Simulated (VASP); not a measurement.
# LiFeN (P-6m2) in VASP: settings compared

The runs below take LiFeN through single point, with BLYP, PBE.

Program: VASP 6.6.1. These are calculated values, not measurements. Logs are shortened: lines on timing, memory, paths and dates and some standing lists are left out, and cuts for length are marked.

## 1. The cell of the first run

The structure is hexagonal, space group P-6m2 (No. 187). Conventional cell: a = 3.101 Å, b = 3.101 Å, c = 4.145 Å, α = 90.00°, β = 90.00°, γ = 120.00°. Li (site symmetry -6m2) has 2 N at 2.07 Å within 2.7 Å. Fe (site symmetry -6m2) has 3 N at 1.79 Å within 2.4 Å. N (site symmetry -6m2) has 3 Fe at 1.79 Å and 2 Li at 2.07 Å within 2.4 Å.

## 2. Single point, BLYP, collinear spin, ferromagnetic start

The input, INCAR:

```
AGGAC = 1.0 ; AGGAX = 1.0
ALDAC = 0.0 ; ALDAX = 1.0
ALGO = Normal ; EDIFF = 1E-6
ENCUT = 520 ; GGA = B5
ISIF = 2 ; ISMEAR = 0
ISPIN = 2 ; LASPH = T
LCHARG = F ; LMAXMIX = 4
LORBIT = 11 ; LREAL = F
LWAVE = F ; MAGMOM = 0 0.45 0
NBANDS = 19 ; NELM = 150
PREC = Accurate ; SIGMA = 0.1
```

The input, KPOINTS:

```
k-points
0
Gamma
  6 6 4
```

The input, POSCAR:

```
LiFeN
1.0
    3.1006003459      0.0000000000      0.0000000000
   -1.5503001730      2.6851986665      0.0000000000
    0.0000000000      0.0000000000      4.1453390000
Li Fe N
1 1 1
Direct
    0.3333333333      0.6666666667      0.0000000000
    0.6666666667      0.3333333333      0.5000000000
    0.3333333333      0.6666666667      0.5000000000
```

Potentials or basis: VASP PAW PBE potentials, release 64 (Li_sv, Fe, N).

Run with:

```bash
$ cat potpaw_PBE.64/Li_sv/POTCAR potpaw_PBE.64/Fe/POTCAR potpaw_PBE.64/N/POTCAR > POTCAR
$ mpirun -np 1 vasp_std > vasp.out
```

OUTCAR:

```text
EDIFF = 1E-6
   ENCUT = 520
   GGA = B5
   ISIF = 2
   ISMEAR = 0
   ISPIN = 2
   LASPH = T
   LORBIT = 11
   LREAL = F
   NELM = 150
   PREC = Accurate

 ion  position               nearest neighbor table
   1  0.333  0.667  0.000-   3 2.07   3 2.07   2 2.74   2 2.74   2 2.74   2 2.74   2 2.74   2 2.74

   2  0.667  0.333  0.500-   3 1.79   3 1.79   3 1.79   1 2.74   1 2.74   1 2.74   1 2.74   1 2.74
                             1 2.74
   3  0.333  0.667  0.500-   2 1.79   2 1.79   2 1.79   1 2.07   1 2.07

  LATTYP: Found a hexagonal cell.
 ALAT       =     3.1006003459
 C/A-ratio  =     1.3369472159

  Lattice vectors:

 A1 = (   3.1006003459,   0.0000000000,   0.0000000000)
 A2 = (  -1.5503001730,   2.6851986665,   0.0000000000)
 A3 = (   0.0000000000,   0.0000000000,   4.1453390000)

Analysis of symmetry for initial positions (statically):
=====================================================================
 Subroutine PRICEL returns:
 Original cell was already a primitive cell.

 Routine SETGRP: Setting up the symmetry group for a
 hexagonal supercell.

 Subroutine GETGRP returns: Found 12 space group operations
 (whereof 12 operations were pure point group operations)
 out of a pool of 24 trial point group operations.

The static configuration has the point symmetry D_3h.

Analysis of symmetry for dynamics (positions and initial velocities):
=====================================================================
 Subroutine PRICEL returns:
 Original cell was already a primitive cell.

 Routine SETGRP: Setting up the symmetry group for a
 hexagonal supercell.

 Subroutine GETGRP returns: Found 12 space group operations
 (whereof 12 operations were pure point group operations)
 out of a pool of 24 trial point group operations.

The dynamic configuration has the point symmetry D_3h.

Analysis of structural, dynamic, and magnetic symmetry:
=====================================================================
 Subroutine PRICEL returns:
 Original cell was already a primitive cell.

 Routine SETGRP: Setting up the symmetry group for a
 hexagonal supercell.

 Subroutine GETGRP returns: Found 12 space group operations
 (whereof 12 operations were pure point group operations)
 out of a pool of 24 trial point group operations.

The overall configuration has the point symmetry D_3h.

 Subroutine INISYM returns: Found 12 space group operations
 (whereof 12 operations are pure point group operations),
 and found     1 'primitive' translations

----------------------------------------------------------------------------------------

                                     Primitive cell

  volume of cell :      34.5130

  direct lattice vectors                    reciprocal lattice vectors
     3.100600346  0.000000000  0.000000000     0.322518186  0.186205962  0.000000000
    -1.550300173  2.685198666  0.000000000     0.000000000  0.372411923  0.000000000
     0.000000000  0.000000000  4.145339000     0.000000000  0.000000000  0.241234794

  length of vectors
     3.100600346  3.100600346  4.145339000     0.372411923  0.372411923  0.241234794

  position of ions in fractional coordinates (direct lattice)
     0.333333333  0.666666667  0.000000000
     0.666666667  0.333333333  0.500000000
     0.333333333  0.666666667  0.500000000

  ion indices of the primitive-cell ions
   primitive index   ion index
                 1           1
                 2           2
                 3           3

----------------------------------------------------------------------------------------

 KPOINTS: k-points

Automatic generation of k-mesh.
 Grid dimensions read from file:
 generate k-points for:    6    6    4

 Generating k-lattice:

  Cartesian coordinates                     Fractional coordinates (reciprocal lattice)
     0.053753031  0.031034327  0.000000000     0.166666667  0.000000000  0.000000000
     0.000000000  0.062068654  0.000000000     0.000000000  0.166666667  0.000000000
     0.000000000  0.000000000  0.060308699     0.000000000  0.000000000  0.250000000

  Length of vectors
     0.062068654  0.062068654  0.060308699

  Shift w.r.t. Gamma in fractional coordinates (k-lattice)
     0.000000000  0.000000000  0.000000000

 Subroutine IBZKPT returns following result:
 ===========================================

 Found     21 irreducible k-points:

 Following reciprocal coordinates:
            Coordinates               Weight
  0.000000  0.000000  0.000000      1.000000
  0.166667  0.000000  0.000000      6.000000
  0.333333  0.000000  0.000000      6.000000
  0.500000  0.000000  0.000000      3.000000
  0.166667  0.166667  0.000000      6.000000
  0.333333  0.166667  0.000000     12.000000
[... 13 lines left out ...]
  0.333333  0.166667  0.500000     12.000000
  0.333333  0.333333  0.500000      2.000000
   k-points           NKPTS =     21   k-points in BZ     NKDIM =     21   number of bands    NBANDS=     19
   number of dos      NEDOS =    301   number of ions     NIONS =      3
   total plane-waves  NPLWV =  18432
   dimension x,y,z NGX =    24 NGY =   24 NGZ =   32
   dimension x,y,z NGXF=    48 NGYF=   48 NGZF=   64
   ions per type =               1   1   1
   NGX,Y,Z   is equivalent  to a cutoff of  12.87, 12.87, 12.83 a.u.
   NGXF,Y,Z  is equivalent  to a cutoff of  25.74, 25.74, 25.67 a.u.
 SYSTEM =  unknown system
   PREC   = accura    normal or accurate (medium, high low for compatibility)
   ISTART =      0    job   : 0-new  1-cont  2-samecut
   ICHARG =      2    charge: 1-file 2-atom 10-const
   ISPIN  =      2    spin polarized calculation?
   LNONCOLLINEAR =      F non collinear calculations
   LSORBIT =      F    spin-orbit coupling
   LASPH  =      T    aspherical Exc in radial PAW
   ENCUT  =  520.0 eV  38.22 Ry    6.18 a.u.   5.77  5.77  7.71*2*pi/ulx,y,z
   NELM   =    150;   NELMIN=  2; NELMDL= -5     # of ELM steps
   EDIFF  = 0.1E-05   stopping-criterion for ELM
   LREAL  =      F    real-space projection
   EDIFFG = 0.1E-04   stopping-criterion for IOM
   NSW    =      0    number of steps for IOM
   IBRION =     -1    ionic relax: 0-MD 1-quasi-New 2-CG
   NFREE  =      0    steps in history (QN), initial steepest desc. (CG)
   ISIF   =      2    stress and relaxation
   ISYM   =      2    0-nonsym 1-usesym 2-fastsym
   POTIM  = 0.5000    time-step for ionic-motion
   TEBEG  =    0.0;   TEEND  =   0.0 temperature during run
   PSTRESS=    0.0 pullay stress
   NELECT =      16.0000    total number of electrons
   NUPDOWN=      -1.0000    fix difference up-down
   EMIN   =  10.00;   EMAX   =-10.00  energy-range for DOS
   EFERMI =   0.00;   METHOD = LEGACY
   ISMEAR =     0;   SIGMA  =   0.10  broadening in eV -4-tet -1-fermi 0-gaus
   EFERMI_NEDOS =   21; number of points for ismear=-14 and -15
   IALGO  =     38    algorithm
   IMIX   =      4    mixing-type and parameters
     AMIX     =   0.40;   BMIX     =  1.00
     AMIX_MAG =   1.60;   BMIX_MAG =  1.00
  volume/ion in A,a.u.               =      11.50        77.63
  Fermi-wavevector in a.u.,A,eV,Ry     =   1.267031  2.394342 21.842368  1.605369
  Thomas-Fermi vector in A             =   2.400201
   LORBIT       =     11    0 simple, 1 ext, 2 COOP (PROOUT), +10 PAW based schemes
   GGA     = B5    functional components
   LHFCALC =     F    Hartree Fock is set to
   AEXX    =    0.0000 exact exchange contribution
   IVDW    =     0    specifies the selected vdW correction
   LEPSILON=     F    determine dielectric tensor
   LRPA    =     F    only Hartree local field effects (RPA)
 spin polarized calculation
 Gauss-broadening in eV      SIGMA  =   0.10
  energy-cutoff  :      520.00
  volume of cell :       34.51
 maximum number of plane-waves:       942
 NGX is ok and might be reduce to    24
   NGX = 11   NGY = 11   NGZ = 15

 number of electron      15.9999985 magnetization       0.0086519

 Free energy of the ion-electron system (eV)
  ---------------------------------------------------
  ext. energy  EPLUGINS =         0.00000000
  ---------------------------------------------------
  free energy    TOTEN  =       -17.58158438 eV

  energy without entropy =      -17.57060576  energy(sigma->0) =      -17.57609507

 E-fermi :   4.3730     XC(G=0):  -9.6629

 val. band max:        4.2828350636   @ k =   0.3333   0.0000   0.0000
 cond. band min:       4.3794135084   @ k =   0.1667   0.1667   0.2500
 fundamental gap:      0.0965784448
 Fermi energy:         4.3730406429

 spin component 1

 k-point     1 :       0.0000    0.0000    0.0000
  band No.  band energies     occupation
      1     -42.3211      1.00000
      2     -11.9697      1.00000
      3      -2.0248      1.00000
      4      -2.0248      1.00000
      5      -0.6295      1.00000
      6       1.6588      1.00000
[... 11 lines left out ...]
     18      22.3452      0.00000
     19      24.0504      0.00000

 k-point     2 :       0.1667    0.0000    0.0000
  band No.  band energies     occupation
      1     -42.3185      1.00000
      2     -11.7220      1.00000
      3      -2.2082      1.00000
      4      -1.6877      1.00000
      5      -0.7216      1.00000
      6       1.8733      1.00000
[... 11 lines left out ...]
     18      21.1783      0.00000
     19      23.3306      0.00000

 k-point     3 :       0.3333    0.0000    0.0000
  band No.  band energies     occupation
      1     -42.3134      1.00000
      2     -11.2011      1.00000
      3      -2.3546      1.00000
      4      -0.8597      1.00000
      5      -0.8466      1.00000
      6       2.3205      1.00000
[... 367 lines left out ...]
  band No.  band energies     occupation
      1     -42.3106      1.00000
      2     -10.9933      1.00000
      3      -1.8451      1.00000
      4      -0.7656      1.00000
      5      -0.3867      1.00000
      6       2.7172      1.00000
[... 11 lines left out ...]
     18      22.1378      0.00000
     19      22.2845      0.00000

 k-point    21 :       0.3333    0.3333    0.5000
  band No.  band energies     occupation
      1     -42.3093      1.00000
      2     -10.8691      1.00000
      3      -1.0918      1.00000
      4      -0.6635      1.00000
      5      -0.5529      1.00000
      6       1.9131      1.00000
[... 11 lines left out ...]
     18      23.6874      0.00000
     19      23.9232      0.00000
 Fermi energy:         4.3730406429

 spin component 2

 k-point     1 :       0.0000    0.0000    0.0000
  band No.  band energies     occupation
      1     -42.3211      1.00000
      2     -11.9692      1.00000
      3      -2.0210      1.00000
      4      -2.0210      1.00000
      5      -0.6289      1.00000
      6       1.6611      1.00000
[... 11 lines left out ...]
     18      22.3447      0.00000
     19      24.0508      0.00000

 k-point     2 :       0.1667    0.0000    0.0000
  band No.  band energies     occupation
      1     -42.3186      1.00000
      2     -11.7215      1.00000
      3      -2.2049      1.00000
      4      -1.6840      1.00000
      5      -0.7205      1.00000
      6       1.8759      1.00000
[... 11 lines left out ...]
     18      21.1789      0.00000
     19      23.3314      0.00000

 k-point     3 :       0.3333    0.0000    0.0000
  band No.  band energies     occupation
      1     -42.3134      1.00000
      2     -11.2006      1.00000
      3      -2.3525      1.00000
      4      -0.8578      1.00000
      5      -0.8433      1.00000
      6       2.3240      1.00000
[... 368 lines left out ...]
      1     -42.3107      1.00000
      2     -10.9928      1.00000
      3      -1.8436      1.00000
      4      -0.7634      1.00000
      5      -0.3844      1.00000
      6       2.7233      1.00000
[... 11 lines left out ...]
     18      22.1382      0.00000
     19      22.2861      0.00000

 k-point    21 :       0.3333    0.3333    0.5000
  band No.  band energies     occupation
      1     -42.3094      1.00000
      2     -10.8685      1.00000
      3      -1.0907      1.00000
      4      -0.6612      1.00000
      5      -0.5523      1.00000
      6       1.9219      1.00000
[... 11 lines left out ...]
     18      23.6876      0.00000
     19      23.9259      0.00000

------------------------ aborting loop because EDIFF is reached ----------------------------------------

  FORCE on cell =-STRESS in cart. coord.  units (eV):
  Direction    XX          YY          ZZ          XY          YZ          ZX
  --------------------------------------------------------------------------------------
  -------------------------------------------------------------------------------------
  Total        1.3982491      1.3982491      0.1238552     -0.0000000     -0.0000000      0.0000000
  in kB       64.9101886     64.9101886      5.7496632     -0.0000000     -0.0000000      0.0000000
  external PRESSURE =      45.1900135 kB  Pullay stress =       0.0000000 kB

 VOLUME and BASIS-vectors are now :
 -----------------------------------------------------------------------------
  energy-cutoff  :      520.00
  volume of cell :       34.51
      direct lattice vectors                 reciprocal lattice vectors
     3.100600346  0.000000000  0.000000000     0.322518186  0.186205962  0.000000000
    -1.550300173  2.685198666  0.000000000     0.000000000  0.372411923  0.000000000
     0.000000000  0.000000000  4.145339000     0.000000000  0.000000000  0.241234794

 POSITION                                       TOTAL-FORCE (eV/Angst)
 -----------------------------------------------------------------------------------
     -0.00000      1.79013      0.00000         0.000000     -0.000000      0.000000
      1.55030      0.89507      2.07267         0.000000     -0.000000      0.000000
     -0.00000      1.79013      2.07267        -0.000000      0.000000      0.000000
 -----------------------------------------------------------------------------------
    total drift:                               -0.000001      0.000000      0.000000

  FREE ENERGIE OF THE ION-ELECTRON SYSTEM (eV)
  ---------------------------------------------------
  free  energy   TOTEN  =       -17.5815843794 eV

  energy  without entropy=      -17.5706057602  energy(sigma->0) =      -17.57609507

 total charge

# of ion       s       p       d       tot
------------------------------------------
    1        2.028   0.070   0.000   2.097
    2        0.535   0.614   6.540   7.689
    3        1.270   2.472   0.000   3.742
--------------------------------------------------
tot          3.833   3.155   6.540  13.528

 magnetization (x)

# of ion       s       p       d       tot
------------------------------------------
    1       -0.000  -0.000   0.000  -0.000
    2        0.000   0.000   0.008   0.008
    3        0.000  -0.000   0.000   0.000
--------------------------------------------------
tot          0.000   0.000   0.008   0.008
```

Run time: 38 s. Hardware: 1 thread of Intel Xeon 6975P-C, shared host; peak memory 0.17 GiB.

Results:

```
Free energy                                           : -17.5816 eV
Band gap on the k mesh                                : zero (filled and empty bands overlap)
Net moment                                            : 0.01 μB per cell
Valence electrons inside the program's atomic spheres : Li 2.10; Fe 7.69; N 3.74
```

Levels at points of the mesh, in eV from the Fermi level:
Spin up:
| k point | band 5 | band 6 | band 7 | band 8 | band 9 | band 10 | band 11 | band 12 |
| --- | --- | --- | --- | --- | --- | --- | --- | --- |
| (0.00, 0.00, 0.00) | -5.00 | -2.71 | -0.89 | -0.89 | 2.32 | 3.55 | 3.55 | 8.10 |
| (0.50, 0.00, 0.00) | -4.64 | -1.83 | -1.25 | -1.10 | 0.12 | 0.61 | 4.36 | 6.05 |
| (0.00, 0.00, 0.50) | -5.46 | -1.18 | -0.94 | -0.94 | 2.36 | 3.58 | 3.58 | 4.81 |
| (0.50, 0.00, 0.50) | -4.60 | -1.43 | -1.21 | -0.40 | -0.31 | 0.18 | 2.08 | 6.89 |
Spin down:
```csv
k point,band 4,band 5,band 6,band 7,band 8,band 9,band 10,band 11,band 12,band 13
"(0.00, 0.00, 0.00)",-6.39,-5.00,-2.71,-0.88,-0.88,2.32,3.55,3.55,8.10,9.42
"(0.50, 0.00, 0.00)",-5.28,-4.64,-1.83,-1.24,-1.10,0.13,0.62,4.36,6.05,7.41
"(0.00, 0.00, 0.50)",-6.38,-5.46,-1.18,-0.93,-0.93,2.36,3.59,3.59,4.81,12.07
"(0.50, 0.00, 0.50)",-5.17,-4.60,-1.42,-1.21,-0.40,-0.31,0.19,2.08,6.89,8.88
```

Caveat: the k points lie up to 0.39 Å⁻¹ apart; the cutoff is under 1.25 times the usual one of these potentials, so pressure, stress and relaxed cells hold a basis-set (Pulay) error; the PAW data sets were made with another functional, which shifts forces and pressure a little.

(Continued in part 2 of 2.)
